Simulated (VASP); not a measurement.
A run of VASP 6.6.1 is set up as follows.

Contents of INCAR:

```
SYSTEM = HfBr
PREC = Accurate ; ENCUT = 520
EDIFF = 1E-6 ; ISMEAR = 0
SIGMA = 0.1 ; LREAL = .False.
LASPH = .True. ; NELM = 60
ALGO = Normal ; ISIF = 2
LWAVE = .False. ; LCHARG = .False.
GGA = PE ; NBANDS = 16
```

Contents of KPOINTS:

```
Automatic mesh
0
Gamma
  4 4 4
  0 0 0
```

POSCAR

```
HfBr
1.0
    3.4217072706      0.0000000000      0.0000000000
    0.0000000000      3.4217072706      0.0000000000
    0.0000000000      0.0000000000      3.4217072706
Hf Br
1 1
Direct
    0.0000000000      0.0000000000      0.0000000000
    0.5000000000      0.5000000000      0.5000000000
```

Potentials or basis: VASP PAW PBE potentials, release 64 (Hf_pv, Br).

Run with:

```console
$ cat potpaw_PBE.64/Hf_pv/POTCAR potpaw_PBE.64/Br/POTCAR > POTCAR
$ mpirun -np 1 vasp_std > vasp.out
```

Q: What does it give for the pressure?

A: -0.8 GPa.

Caveat: the k points lie up to 0.46 Å⁻¹ apart; an odd number of electrons without spin polarisation forces a metal; a magnetic or distorted state may lie lower.
